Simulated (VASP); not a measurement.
Set up this calculation in VASP 6.6.1, as the native input.

* Task: single point
* Functional: b88 exchange, pbe correlation
* Potentials or basis: VASP PAW PBE potentials, release 64 (Pb_d, Te)
* Cutoff: 500 eV
* k mesh: 7 × 7 × 7
* Occupations: fermi-dirac, width 0.05 eV
* Spin: no spin polarisation
* Dipole correction: no
* Further INCAR settings: ALGO = Normal; EDIFF = 1e-06; NBANDS = 17

The structure of TePb lies in POSCAR:

```
TePb
1.0
    0.0000000000      3.2093147829      3.2093147829
    3.2093147829      0.0000000000      3.2093147829
    3.2093147829      3.2093147829      0.0000000000
Pb Te
1 1
Direct
    0.0000000000      0.0000000000      0.0000000000
    0.5000000000      0.5000000000      0.5000000000
```

These files were run (other wordings do the same):

INCAR

```
  PREC = Accurate
  ENCUT = 500
  EDIFF = 1E-6
  ISMEAR = -1
  SIGMA = 0.05
  LREAL = F
  LASPH = T
  NELM = 120
  ALGO = Normal
  ISIF = 2
  LWAVE = F
  LCHARG = F
  GGA = LIBXC
  LIBXC1 = GGA_X_B88
  LIBXC2 = GGA_C_PBE
  NBANDS = 17
  GGA_COMPAT = F
```

KPOINTS

```
regular mesh
0
Gamma
  7 7 7
```

Potentials or basis: VASP PAW PBE potentials, release 64 (Pb_d, Te).

Launch:

```bash
$ cat potpaw_PBE.64/Pb_d/POTCAR potpaw_PBE.64/Te/POTCAR > POTCAR
$ mpirun -np 1 vasp_std > vasp.out
```

It gave:

```
Pressure : 2.9 GPa
```

Caveat: the PAW data sets were made with another functional, which shifts forces and pressure a little.

It took 17 s on 1 thread of Intel(R) Xeon(R) Platinum 8375C CPU @ 2.90GHz (Ice Lake), on a shared host, peak memory 0.2 GiB.
